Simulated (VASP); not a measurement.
# Si16Au (a cell with a defect) in VASP: a series of runs, part 2 of 2

VASP 6.6.1.

### Step 4. Single point, PBE, collinear spin

File INCAR:

```
SYSTEM = Si16Au
ALGO = Normal
EDIFF = 1E-6
ENCUT = 520
GGA = PE
ISIF = 2
ISMEAR = -1
ISPIN = 2
LASPH = .True.
LCHARG = .False.
LMAXMIX = 4
LORBIT = 11
LREAL = Auto
LWAVE = .False.
MAGMOM = 0 0 0 0 0 0 0 0 0 0 0 0 0 0 0 0 1
NBANDS = 56
NELM = 150
PREC = Accurate
SIGMA = 0.05
```

File KPOINTS:

```
k-points
0
Gamma
  2 2 2
  0 0 0
```

File POSCAR:

```
Si16Au
1.0
    0.0000000000      5.4300000000      5.4300000000
    5.4300000000      0.0000000000      5.4300000000
    5.4300000000      5.4300000000      0.0000000000
Si Au
16 1
Direct
    0.0011580741     -0.0214731147      0.0019998577
    0.1461587310      0.0627755945      0.1455272615
    0.0013486728     -0.0214658767      0.5183040235
    0.1108963112      0.1276272779      0.6308273516
    0.0238336260      0.4330276804      0.0216056345
    0.1154738711      0.6073751699      0.1160586442
   -0.0311254588      0.4987845085      0.5164945184
    0.1159517333      0.6073581346      0.6611447656
    0.5193902415     -0.0242382837      0.0022838039
    0.6297993283      0.1250058916      0.1136956790
    0.4841773986      0.0422816025      0.4867408724
    0.6299964537      0.1250238949      0.6312223824
    0.5167262721      0.4960981186     -0.0297767357
    0.6627490757      0.6046727116      0.1159617138
    0.5172613297      0.4961150475      0.5163339584
    0.6081644487      0.6715816883      0.6100826796
    0.3170082707      0.5487830642      0.3171030392
```

Potentials or basis: VASP PAW PBE potentials, release 64 (Si, Au).

Started as:

```console
> cat potpaw_PBE.64/Si/POTCAR potpaw_PBE.64/Au/POTCAR > POTCAR
> mpirun -np 1 vasp_std > vasp.out
```

OUTCAR:

```text
SYSTEM = Si16Au
   EDIFF = 1E-6
   ENCUT = 520
   GGA = PE
   ISIF = 2
   ISMEAR = -1
   ISPIN = 2
   LASPH = .True.
   LORBIT = 11
   LREAL = Auto
   NELM = 150
   PREC = Accurate

 ion  position               nearest neighbor table
   1  0.001  0.979  0.002-   6 2.33  10 2.33   4 2.33   2 2.35
   2  0.146  0.063  0.146-   5 2.32   1 2.35   3 2.35   9 2.35  17 3.22
   3  0.001  0.979  0.518-   8 2.33  12 2.33   4 2.33   2 2.35
   4  0.111  0.128  0.631-   7 2.33   3 2.33   1 2.33  11 2.35
   5  0.024  0.433  0.022-   6 2.29   8 2.29  14 2.29   2 2.32
   6  0.115  0.607  0.116-   5 2.29   1 2.33  17 2.45   7 2.52  13 2.52
   7  0.969  0.499  0.516-  16 2.29   4 2.33  17 2.45   8 2.52   6 2.52
   8  0.116  0.607  0.661-   5 2.29   3 2.33  17 2.45   7 2.52  15 2.52
   9  0.519  0.976  0.002-  14 2.33  12 2.33  10 2.33   2 2.35
  10  0.630  0.125  0.114-  13 2.33   9 2.33   1 2.33  11 2.36
  11  0.484  0.042  0.487-  16 2.32   4 2.35  12 2.36  10 2.36  17 3.18
  12  0.630  0.125  0.631-  15 2.33   9 2.33   3 2.33  11 2.36
  13  0.517  0.496  0.970-  16 2.29  10 2.33  17 2.45  14 2.52   6 2.52
  14  0.663  0.605  0.116-   5 2.29   9 2.33  17 2.45  13 2.52  15 2.52
  15  0.517  0.496  0.516-  16 2.29  12 2.33  17 2.45  14 2.52   8 2.52
  16  0.608  0.672  0.610-  15 2.29  13 2.29   7 2.29  11 2.32
  17  0.317  0.549  0.317-   6 2.45   8 2.45  15 2.45  13 2.45   7 2.45  14 2.45  11 3.18   2 3.22

  LATTYP: Found a face centered cubic cell.
 ALAT       =    10.8600000000

  Lattice vectors:

 A1 = (   0.0000000000,   5.4300000000,   5.4300000000)
 A2 = (   5.4300000000,   0.0000000000,   5.4300000000)
 A3 = (   5.4300000000,   5.4300000000,   0.0000000000)

Analysis of symmetry for initial positions (statically):
=====================================================================
 Subroutine PRICEL returns:
 Original cell was already a primitive cell.

 Routine SETGRP: Setting up the symmetry group for a
 face centered cubic supercell.

 Subroutine GETGRP returns: Found  1 space group operations
[... 618 lines left out ...]
 Fermi energy:         7.1658965215

 spin component 2

 k-point     1 :       0.0000    0.0000    0.0000
  band No.  band energies     occupation
      1      -5.8021      1.00000
      2      -3.5141      1.00000
      3      -3.3543      1.00000
      4      -3.1858      1.00000
      5      -3.1835      1.00000
      6      -2.1922      1.00000
[... 405 lines left out ...]
     48      10.5983      0.00000
     49      10.6080      0.00000
 [bands above 49 left out]

------------------------ aborting loop because EDIFF is reached ----------------------------------------

  FORCE on cell =-STRESS in cart. coord.  units (eV):
  Direction    XX          YY          ZZ          XY          YZ          ZX
  --------------------------------------------------------------------------------------
  -------------------------------------------------------------------------------------
  Total       12.9399629     12.9448735     13.1091997      0.6372376      0.6258516     -0.6197570
  in kB       64.7461770     64.7707477     65.5929674      3.1884712      3.1315003     -3.1010055
  external PRESSURE =      65.0366307 kB  Pullay stress =       0.0000000 kB

 VOLUME and BASIS-vectors are now :
 -----------------------------------------------------------------------------
  energy-cutoff  :      520.00
  volume of cell :      320.21
      direct lattice vectors                 reciprocal lattice vectors
     0.000000000  5.430000000  5.430000000    -0.092081031  0.092081031  0.092081031
     5.430000000  0.000000000  5.430000000     0.092081031 -0.092081031  0.092081031
     5.430000000  5.430000000  0.000000000     0.092081031  0.092081031 -0.092081031

 POSITION                                       TOTAL-FORCE (eV/Angst)
 -----------------------------------------------------------------------------------
      5.32426      0.01715      5.31969        -0.013300      0.004939     -0.009546
      1.13108      1.58385      1.13451        -0.008826      0.008550     -0.006716
      8.12783      2.82171      5.32076        -0.006561      0.013742     -0.011255
      4.11841      4.02756      1.29518        -0.006899      0.006248      0.011981
      2.46866      0.24674      2.48076         0.007436     -0.008453     -0.004879
      3.92825      1.25722      3.92507         0.010675      0.008327      0.003479
[... 9 lines left out ...]
      6.95944      6.61508      6.94902         0.003311     -0.002058      0.007161
      4.70176      3.44322      4.70125         0.003181     -0.003842      0.015430
 -----------------------------------------------------------------------------------
    total drift:                                0.002151     -0.002955      0.001010

  FREE ENERGIE OF THE ION-ELECTRON SYSTEM (eV)
  ---------------------------------------------------
  free  energy   TOTEN  =       -86.0396398684 eV

  energy  without entropy=      -86.0090340235  energy(sigma->0) =      -86.02433695

 total charge

# of ion       s       p       d       tot
------------------------------------------
    1        0.745   0.956   0.000   1.700
    2        0.747   0.947   0.000   1.694
    3        0.745   0.956   0.000   1.700
    4        0.745   0.955   0.000   1.700
    5        0.755   0.959   0.000   1.714
    6        0.743   0.934   0.000   1.676
[... 9 lines left out ...]
   16        0.755   0.958   0.000   1.714
   17        0.759   0.573   8.719  10.051
--------------------------------------------------
tot         12.687  15.716   8.719  37.121

 magnetization (x)

# of ion       s       p       d       tot
------------------------------------------
    1        0.000   0.000   0.000   0.000
    2       -0.000  -0.000   0.000  -0.000
    3        0.000   0.000   0.000   0.000
    4        0.000   0.000   0.000   0.000
    5        0.000   0.000   0.000   0.000
    6       -0.000  -0.000   0.000  -0.000
[... 9 lines left out ...]
   16        0.000   0.000   0.000   0.000
   17       -0.000  -0.000  -0.000  -0.000
--------------------------------------------------
tot         -0.000   0.000  -0.000  -0.000
```

stdout:

```text
POSCAR found type information on POSCAR SiAu
 POSCAR found :  2 types and      17 ions
 scaLAPACK will be used
 LDA part: xc-table for (Slater+PW92), standard interpolation
 POSCAR, INCAR and KPOINTS ok, starting setup
 FFT: planning ... GRIDC
 FFT: planning ... GRID_SOFT
 FFT: planning ... GRID
 WAVECAR not read
 entering main loop
```

Run time: 9.4 min. Hardware: 1 thread of Intel Xeon Platinum 8259CL at 2.50GHz (Skylake/Cascade Lake), shared host; peak memory 0.72 GiB.

What came out:

```yaml
Free_energy: -86.0396 eV
Pressure: 6.5 GPa
Largest_force: 0.024 eV/Å
Net_moment: 0.00 μB per cell
Valence_electrons_inside_the_program's_atomic_spheres: Si 1.70, 1.69, 1.71, 1.68 (each value once); Au 10.05
```

Forces on the atoms (eV/Å):
```
Si  -0.013  0.005 -0.010
Si  -0.009  0.009 -0.007
Si  -0.007  0.014 -0.011
Si  -0.007  0.006  0.012
Si   0.007 -0.008 -0.005
Si   0.011  0.008  0.003
Si  -0.011  0.008  0.007
Si  -0.009 -0.011  0.005
Si   0.000  0.000 -0.008
Si   0.020  0.006  0.006
Si  -0.007  0.006  0.008
Si  -0.005 -0.020  0.005
Si   0.020  0.012 -0.006
Si   0.013 -0.011 -0.016
Si  -0.011 -0.018 -0.007
Si   0.003 -0.002  0.007
Au   0.003 -0.004  0.015
```

Stress tensor (GPa, compression positive):
```
 6.47  0.32 -0.31
 0.32  6.48  0.31
-0.31  0.31  6.56
```

Caveat: the k points lie up to 0.50 Å⁻¹ apart; spin-orbit coupling is left out, which moves the levels of the heavy elements.

### Step 5. Overview

```csv
spin,cell,gap on the mesh (eV),pressure (GPa),moment (μB),largest force (eV/Å)
"collinear, zero start","as given, atomic positions A",none,6.5,0.00,0.02
"collinear, zero start","as given, atomic positions B",none,6.5,0.00,0.01
collinear,"as given, atomic positions A",none,6.5,0.00,0.02
```

Alike in all rows: task single point; level PBE; potentials or basis VASP PAW PBE potentials, release 64 (Si, Au); k mesh 2 × 2 × 2; cutoff (eV) 520; smearing fermi-dirac 0.05 eV.

Caveats: all runs use coarse meshes; spin-orbit coupling is left out, which moves the levels of the heavy elements; no moment was typed at the start, so none could form (at least some runs).

Total energies depend on the potentials used, so only differences within one code and one set of settings carry meaning.
